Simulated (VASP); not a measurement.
# Hf3SnS8 (P3m1) in VASP: single point with PBE

Aim: the single point of Hf3SnS8 with PBE.

Everything below comes from runs of VASP 6.6.1. Logs are shortened: lines on timing, memory, paths and dates and some standing lists are left out, and cuts for length are marked.

## Step 1: The cell of the first run

The structure is trigonal, space group P3m1 (No. 156). The conventional cell has a = 3.664 Å, b = 3.664 Å, c = 27.754 Å, α = 90.00°, β = 90.00°, γ = 120.00°. Hf (site symmetry 3m) has 6 S at 2.56 Å within 3.4 Å. Within 3.4 Å of Hf (site symmetry 3m) lie 6 S at 2.56 Å. Within 3.4 Å of Hf (site symmetry 3m) lie 6 S at 2.56 Å. Within 3.4 Å of Sn (site symmetry 3m) lie 6 S at 2.59 Å. S (site symmetry 3m) has 3 Hf at 2.56 Å within 3.4 Å. S (site symmetry 3m) has 3 Sn at 2.59 Å within 3.4 Å. S (site symmetry 3m) has 3 Hf at 2.56 Å within 3.4 Å. S (site symmetry 3m) has 3 Hf at 2.56 Å within 3.4 Å.

## Step 2: Single point, PBE

INCAR reads:

```
  PREC = Accurate
  ENCUT = 520
  EDIFF = 1E-6
  ISMEAR = 0
  SIGMA = 0.02
  LREAL = F
  LASPH = T
  NELM = 80
  ALGO = Normal
  ISIF = 2
  LWAVE = F
  LCHARG = F
  GGA = PE
  NBANDS = 58
```

KPOINTS reads:

```
regular mesh
0
Gamma
  12 12 1
```

POSCAR reads:

```
Hf3SnS8
1.0
    3.6639680538      0.0000000000      0.0000000000
   -1.8319840269      3.1730894132      0.0000000000
    0.0000000000      0.0000000000     27.7544815686
Hf Sn S
3 1 8
Direct
    0.3333333333      0.6666666667      0.3128003376
    0.6666666667      0.3333333333      0.0638779640
    0.6666666667      0.3333333333      0.5617532605
    0.3333333333      0.6666666667      0.8115751934
    0.6666666667      0.3333333333      0.3647142602
    0.6666666667      0.3333333333      0.8652961229
    0.3333333333      0.6666666667      0.1157919489
    0.3333333333      0.6666666667      0.6136682285
    0.0000000000      0.0000000000      0.0119573830
    0.0000000000      0.0000000000      0.5098341677
    0.0000000000      0.0000000000      0.2608812491
    0.0000000000      0.0000000000      0.7578538443
```

Potentials or basis: VASP PAW PBE potentials, release 64 (Hf_pv, Sn_d, S).

Run with:

```console
> cat potpaw_PBE.64/Hf_pv/POTCAR potpaw_PBE.64/Sn_d/POTCAR potpaw_PBE.64/S/POTCAR > POTCAR
> mpirun -np 1 vasp_std > vasp.out
```

OUTCAR:

```text
PREC = Accurate
   ENCUT = 520
   EDIFF = 1E-6
   ISMEAR = 0
   LREAL = F
   LASPH = T
   NELM = 80
   ISIF = 2
   GGA = PE

 ion  position               nearest neighbor table
   1  0.333  0.667  0.313-   5 2.56   5 2.56   5 2.56  11 2.56  11 2.56  11 2.56
   2  0.667  0.333  0.064-   7 2.56   7 2.56   7 2.56   9 2.56   9 2.56   9 2.56
   3  0.667  0.333  0.562-   8 2.56   8 2.56   8 2.56  10 2.56  10 2.56  10 2.56
   4  0.333  0.667  0.812-   6 2.59   6 2.59   6 2.59  12 2.59  12 2.59  12 2.59
   5  0.667  0.333  0.365-   1 2.56   1 2.56   1 2.56
   6  0.667  0.333  0.865-   4 2.59   4 2.59   4 2.59
   7  0.333  0.667  0.116-   2 2.56   2 2.56   2 2.56
   8  0.333  0.667  0.614-   3 2.56   3 2.56   3 2.56
   9  0.000  0.000  0.012-   2 2.56   2 2.56   2 2.56
  10  0.000  0.000  0.510-   3 2.56   3 2.56   3 2.56
  11  0.000  0.000  0.261-   1 2.56   1 2.56   1 2.56
  12  0.000  0.000  0.758-   4 2.59   4 2.59   4 2.59

  LATTYP: Found a hexagonal cell.
 ALAT       =     3.6639680538
 C/A-ratio  =     7.5749791377

  Lattice vectors:

 A1 = (   3.6639680538,   0.0000000000,   0.0000000000)
 A2 = (  -1.8319840269,   3.1730894132,   0.0000000000)
 A3 = (   0.0000000000,   0.0000000000,  27.7544815686)

Analysis of symmetry for initial positions (statically):
=====================================================================
 Subroutine PRICEL returns:
 Original cell was already a primitive cell.

 Routine SETGRP: Setting up the symmetry group for a
 hexagonal supercell.

 Subroutine GETGRP returns: Found  6 space group operations
 (whereof  6 operations were pure point group operations)
 out of a pool of 24 trial point group operations.

The static configuration has the point symmetry C_3v.

Analysis of symmetry for dynamics (positions and initial velocities):
=====================================================================
 Subroutine PRICEL returns:
 Original cell was already a primitive cell.

 Routine SETGRP: Setting up the symmetry group for a
 hexagonal supercell.

 Subroutine GETGRP returns: Found  6 space group operations
 (whereof  6 operations were pure point group operations)
 out of a pool of 24 trial point group operations.

The dynamic configuration has the point symmetry C_3v.

 Subroutine INISYM returns: Found  6 space group operations
 (whereof  6 operations are pure point group operations),
[... 119 lines left out ...]
   TEBEG  =    0.0;   TEEND  =   0.0 temperature during run
   PSTRESS=    0.0 pullay stress
   NELECT =      92.0000    total number of electrons
   NUPDOWN=      -1.0000    fix difference up-down
   EMIN   =  10.00;   EMAX   =-10.00  energy-range for DOS
   EFERMI =   0.00;   METHOD = LEGACY
   ISMEAR =     0;   SIGMA  =   0.02  broadening in eV -4-tet -1-fermi 0-gaus
   EFERMI_NEDOS =   21; number of points for ismear=-14 and -15
   IALGO  =     38    algorithm
   IMIX   =      4    mixing-type and parameters
     AMIX     =   0.40;   BMIX     =  1.00
     AMIX_MAG =   1.60;   BMIX_MAG =  1.00
  volume/ion in A,a.u.               =      26.89       181.46
  Fermi-wavevector in a.u.,A,eV,Ry     =   1.077495  2.036169 15.796288  1.160994
  Thomas-Fermi vector in A             =   2.213408
   LORBIT       =      0    0 simple, 1 ext, 2 COOP (PROOUT), +10 PAW based schemes
   GGA     = PE    functional components
   LHFCALC =     F    Hartree Fock is set to
   AEXX    =    0.0000 exact exchange contribution
   IVDW    =     0    specifies the selected vdW correction
   LEPSILON=     F    determine dielectric tensor
   LRPA    =     F    only Hartree local field effects (RPA)
 non-spin polarized calculation
 Gauss-broadening in eV      SIGMA  =   0.02
  energy-cutoff  :      520.00
  volume of cell :      322.68
 maximum number of plane-waves:      8736
 NGX is ok and might be reduce to    28
   NGX = 13   NGY = 13   NGZ =103

 number of electron      91.9999996 magnetization

 Free energy of the ion-electron system (eV)
  ---------------------------------------------------
  ext. energy  EPLUGINS =         0.00000000
  ---------------------------------------------------
  free energy    TOTEN  =       -82.00602304 eV

  energy without entropy =      -82.00602304  energy(sigma->0) =      -82.00602304

 E-fermi :   2.0033     XC(G=0):  -8.5294

 val. band max:        1.9061181474   @ k =   0.0000   0.0000   0.0000
 cond. band min:       3.1392235064   @ k =   0.5000   0.0000   0.0000
 fundamental gap:      1.2331053590
 Fermi energy:         2.0033413669

 k-point     1 :       0.0000    0.0000    0.0000
  band No.  band energies     occupation
      1     -28.7798      2.00000
      2     -28.7789      2.00000
      3     -28.7783      2.00000
      4     -28.6720      2.00000
      5     -28.6720      2.00000
      6     -28.6712      2.00000
[... 1148 lines left out ...]
     57       7.5599      0.00000
     58       7.6548      0.00000

------------------------ aborting loop because EDIFF is reached ----------------------------------------

  FORCE on cell =-STRESS in cart. coord.  units (eV):
  Direction    XX          YY          ZZ          XY          YZ          ZX
  --------------------------------------------------------------------------------------
  -------------------------------------------------------------------------------------
  Total       -0.8504577     -0.8504577     -0.6415877     -0.0000000      0.0000000      0.0000000
  in kB       -4.2227581     -4.2227581     -3.1856604     -0.0000000      0.0000000      0.0000000
  external PRESSURE =      -3.8770589 kB  Pullay stress =       0.0000000 kB

 VOLUME and BASIS-vectors are now :
 -----------------------------------------------------------------------------
  energy-cutoff  :      520.00
  volume of cell :      322.68
      direct lattice vectors                 reciprocal lattice vectors
     3.663968054  0.000000000  0.000000000     0.272928144  0.157575137  0.000000000
    -1.831984027  3.173089413  0.000000000     0.000000000  0.315150275  0.000000000
     0.000000000  0.000000000 27.754481569     0.000000000  0.000000000  0.036030217

 POSITION                                       TOTAL-FORCE (eV/Angst)
 -----------------------------------------------------------------------------------
     -0.00000      2.11539      8.68161         0.000000      0.000000      0.000163
      1.83198      1.05770      1.77290        -0.000000      0.000000     -0.000224
      1.83198      1.05770     15.59117        -0.000000      0.000000     -0.000220
     -0.00000      2.11539     22.52485         0.000000      0.000000      0.000624
      1.83198      1.05770     10.12246        -0.000000      0.000000     -0.065910
      1.83198      1.05770     24.01585        -0.000000      0.000000     -0.003045
     -0.00000      2.11539      3.21375         0.000000     -0.000000     -0.066319
     -0.00000      2.11539     17.03204         0.000000     -0.000000     -0.066163
      0.00000      0.00000      0.33187        -0.000000      0.000000      0.066280
      0.00000      0.00000     14.15018         0.000000      0.000000      0.066098
      0.00000      0.00000      7.24062        -0.000000      0.000000      0.065928
      0.00000      0.00000     21.03384         0.000000      0.000000      0.002789
 -----------------------------------------------------------------------------------
    total drift:                               -0.000000      0.000000     -0.000210

  FREE ENERGIE OF THE ION-ELECTRON SYSTEM (eV)
  ---------------------------------------------------
  free  energy   TOTEN  =       -82.0060230363 eV

  energy  without entropy=      -82.0060230363  energy(sigma->0) =      -82.00602304
```

OSZICAR:

```text
N       E                     dE             d eps       ncg     rms          rms(c)
DAV:   1     0.719384408372E+03    0.71938E+03   -0.42309E+04  2220   0.151E+03
DAV:   2     0.127875449636E+02   -0.70660E+03   -0.67685E+03  2492   0.359E+02
DAV:   3    -0.829180027125E+02   -0.95706E+02   -0.92432E+02  2620   0.127E+02
DAV:   4    -0.880392304364E+02   -0.51212E+01   -0.50540E+01  2672   0.311E+01
DAV:   5    -0.882593907455E+02   -0.22016E+00   -0.21962E+00  3184   0.634E+00    0.826E+01
DAV:   6    -0.822950925759E+02    0.59643E+01   -0.17000E+01  2516   0.131E+01    0.588E+01
DAV:   7    -0.824160785087E+02   -0.12099E+00   -0.82246E+00  2624   0.992E+00    0.841E+00
DAV:   8    -0.820129180640E+02    0.40316E+00   -0.17630E+00  2442   0.525E+00    0.510E+00
DAV:   9    -0.820118117301E+02    0.11063E-02   -0.30676E-01  2952   0.181E+00    0.260E+00
DAV:  10    -0.820075380523E+02    0.42737E-02   -0.56331E-02  2460   0.803E-01    0.142E+00
DAV:  11    -0.820061506037E+02    0.13874E-02   -0.13687E-02  2672   0.405E-01    0.336E-01
DAV:  12    -0.820061420642E+02    0.85395E-05   -0.10800E-03  2726   0.119E-01    0.289E-01
DAV:  13    -0.820060948512E+02    0.47213E-04   -0.20334E-04  2768   0.475E-02    0.914E-02
DAV:  14    -0.820060456204E+02    0.49231E-04   -0.71291E-05  3008   0.492E-02    0.273E-02
DAV:  15    -0.820060437159E+02    0.19045E-05   -0.28290E-05  2192   0.152E-02    0.187E-02
DAV:  16    -0.820060379700E+02    0.57459E-05   -0.22559E-06  2216   0.786E-03    0.121E-02
DAV:  17    -0.820060238977E+02    0.14072E-04   -0.19302E-05  2712   0.248E-02    0.533E-03
DAV:  18    -0.820060230363E+02    0.86137E-06   -0.87933E-06  2280   0.964E-03
   1 F= -.82006023E+02 E0= -.82006023E+02  d E =-.895413E-14
```

stdout:

```text
POSCAR found type information on POSCAR HfSnS
 POSCAR found :  3 types and      12 ions
 scaLAPACK will be used
 LDA part: xc-table for (Slater+PW92), standard interpolation
 POSCAR, INCAR and KPOINTS ok, starting setup
 FFT: planning ... GRIDC
 FFT: planning ... GRID_SOFT
 FFT: planning ... GRID
 WAVECAR not read
 entering main loop
```

Run time: 15 min. Hardware: 1 thread of Oxide Virtual Turin-like, shared host; peak memory 0.56 GiB.

What came out:

- Free energy: -82.0060 eV
- Pressure: -0.4 GPa
- Largest force: 0.066 eV/Å
- Band gap on the k mesh: 1.23 eV (least direct gap 1.80 eV)

Forces in eV/Å, atoms in the order of the input:
```
Hf   0.000  0.000  0.000
Hf   0.000  0.000  0.000
Hf   0.000  0.000  0.000
Sn   0.000  0.000  0.001
S    0.000  0.000 -0.066
S    0.000  0.000 -0.003
S    0.000  0.000 -0.066
S    0.000  0.000 -0.066
S    0.000  0.000  0.066
S    0.000  0.000  0.066
S    0.000  0.000  0.066
S    0.000  0.000  0.003
```

Levels at points of the mesh, in eV from the valence-band top:
```
           k point  band 43  band 44  band 45  band 46  band 47  band 48  band 49  band 50
(0.00, 0.00, 0.00)    -0.01    -0.01     0.00     0.00     2.09     2.09     2.09     2.09
(0.50, 0.00, 0.00)    -1.05    -1.03    -0.83    -0.57     1.23     1.35     1.36     1.37
```

Caveat: spin-orbit coupling is left out, which moves the levels of the heavy elements; this functional lacks dispersion, which binds layers or chains, so the pressure and a relaxed spacing across them are unreliable.
